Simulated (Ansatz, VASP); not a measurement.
## Two plane-wave programs on Pd

The input INCAR:

```
ALGO = Normal
EDIFF = 1E-6
ENCUT = 500
GGA = PE
GGA_COMPAT = F
ISIF = 2
ISMEAR = 1
IVDW = 12
LASPH = T
LCHARG = T
LELF = T
LREAL = F
LVHAR = T
LWAVE = F
NBANDS = 11
NELM = 120
PREC = Accurate
SIGMA = 0.2
```

The input KPOINTS:

```
k-points
0
Gamma
  12 12 12
```

Contents of POSCAR:

```
Pd
1.0
   -1.5722810000      1.5722810000      1.5722810000
    1.5722810000     -1.5722810000      1.5722810000
    1.5722810000      1.5722810000     -1.5722810000
Pd
1
Direct
    0.0000000000      0.0000000000      0.0000000000
```

File input.yaml:

```yaml
crystal:
  lattice:
    - [-1.572281, 1.572281, 1.572281]
    - [1.572281, -1.572281, 1.572281]
    - [1.572281, 1.572281, -1.572281]
  atoms:
    - { symbol: Pd, position: [0.0, 0.0, 0.0] }
hamiltonian:
  xc: pbe
  pseudopotentials: { kind: paw }
  dispersion: d3bj
kpoints:
  mp_grid: { grid: [12, 12, 12] }
scf:
  occupations: { method: methfessel_paxton, width: 0.2 }
output:
  forces: true
  stress: true
  eigenvalues: true
  write_density: true
  write_potential: true
  elf: true
  volumetric_format: npy
```

Alike in both runs: functional PBE; dispersion D3(BJ); k mesh 12 × 12 × 12; occupations methfessel-paxton of order 1, width 0.2 eV; no spin polarisation.

```csv
,VASP,Ansatz
version,VASP 6.6.1,Ansatz 0.2.0
potentials or method,"VASP PAW PBE potentials, release 64 (Pd)",Ansatz PAW
plane-wave cutoff (eV),500,420
valence electrons in the cell,10,18
task,single point,electron localisation function
```

Ansatz gave:

```
gap on the k mesh at the Fermi level (eV) : none
pressure (GPa)                            : -8.0
```

Task: What did VASP give for the same quantities?

Result: gap on the k mesh at the Fermi level (eV): none; pressure (GPa): -8.2.

A gap of «none» marks a metal or a gap that the smearing closes. VASP's potentials hold 10 valence electrons a cell and Ansatz's 18, so a difference there can come from the potentials and not from the codes.
